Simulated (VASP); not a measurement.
Crystal: Li2S.

```
S Li
1.0
     0.00000    2.84529    2.84529
     2.84529    0.00000    2.84529
     2.84529    2.84529    0.00000
S Li
1 2
Direct
  0.00000 0.00000 0.00000
  0.25000 0.25000 0.25000
  0.75000 0.75000 0.75000
```

Base run:

* Program: VASP 6.6.1
* Functional: PBE
* Potentials or basis: VASP PAW PBE potentials, release 64 (S, Li_sv)
* Cutoff: 750 eV
* k mesh: 6 × 6 × 6
* Occupations: gaussian, width 0.01 eV
* Spin: no spin polarisation

Its results: band gap on the k mesh 3.39 eV (least direct gap 4.29 eV); pressure 0.2 GPa.

Task: The run is repeated on the same cell with these changes: functional from PBE to HSE06; cutoff from 750 eV to 650 eV. What comes out?

Result: Band gap on the k mesh 4.33 eV (least direct gap 5.35 eV); pressure -0.6 GPa.

Caveats: the PAW data sets were made with another functional, which shifts forces and pressure a little (at least some runs).

A k mesh can miss the band edges.
